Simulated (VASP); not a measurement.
TePb: single point with PBE0

The system is TePb.

```
Pb Te
1.0
     3.99174    0.00000    0.00000
     0.00000    3.99174    0.00000
     0.00000    0.00000    3.99174
Pb Te
1 1
Direct
  0.00000 0.00000 0.00000
  0.50000 0.50000 0.50000
```

| Quantity | Value |
| --- | --- |
| Program | VASP 6.6.1 |
| Task | single point |
| Functional | PBE0 |
| Potentials or basis | VASP PAW PBE potentials, release 64 (Pb_d, Te) |
| Cutoff | 520 eV |
| k mesh | 4 × 4 × 4 |
| Occupations | fermi-dirac, width 0.05 eV |
| Spin | no spin polarisation |

The pressure is -0.3 GPa and the band gap on the k mesh is zero (bands 10 and 11 overlap by 1.71 eV).

Levels at points of the mesh, in eV from the Fermi level:
```csv
k point,band 6,band 7,band 8,band 9,band 10,band 11,band 12,band 13,band 14,band 15
"(0.00, 0.00, 0.00)",-14.00,-7.75,-2.33,-2.33,-2.33,4.69,4.69,6.31,6.31,6.31
"(0.50, 0.00, 0.00)",-12.42,-10.58,-1.24,-0.69,-0.69,0.67,2.95,2.95,6.18,7.67
"(0.50, 0.50, 0.00)",-11.56,-9.19,-5.51,-5.51,0.37,4.35,4.64,4.64,6.86,7.78
"(0.50, 0.50, 0.50)",-11.10,-8.31,-3.29,-3.29,-3.29,-1.35,-1.35,-1.35,15.07,15.07
```

Wall time 14 min on 1 thread of Intel(R) Xeon(R) Platinum 8488C (Sapphire Rapids), with other jobs on the host, peak memory 0.18 GiB.

Caveat: the k points lie up to 0.39 Å⁻¹ apart, too coarse for converged energies and pressures of a metal; the PAW data sets were made with another functional, which shifts forces and pressure a little; spin-orbit coupling is left out, which moves the levels of the heavy elements.
